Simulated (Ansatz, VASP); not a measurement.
## Two plane-wave programs on Y

```
Y
1.0
     3.65044    0.00000    0.00000
    -1.82522    3.16137    0.00000
     0.00000    0.00000    5.72625
Y
2
Direct
  0.33333 0.66667 0.25000
  0.66667 0.33333 0.75000
```

Alike in both runs: functional PBE; k mesh 15 × 15 × 8; occupations fermi-dirac, width 0.15 eV; no spin polarisation.

Ansatz relaxed the structure, and its values are those at the end. VASP's run is a single point on that final structure, the one shown.

```csv
,VASP,Ansatz
version,VASP 6.6.1,Ansatz 0.2.0
potentials or method,"VASP PAW PBE potentials, release 64 (Y_sv), cutoff 500 eV","scalar-relativistic, plane waves, PAW"
valence electrons in the cell,22,22
```

|  | VASP | Ansatz | Ansatz less VASP |
| --- | --- | --- | --- |
| gap on the k mesh at the Fermi level (eV) | none | none | - |
| pressure (GPa) | -0.1 | 0.0 | +0.11 |

A gap of «none» marks a metal or a gap that the smearing closes. With one functional, cell and mesh, what is left measures potentials, basis and numerics.
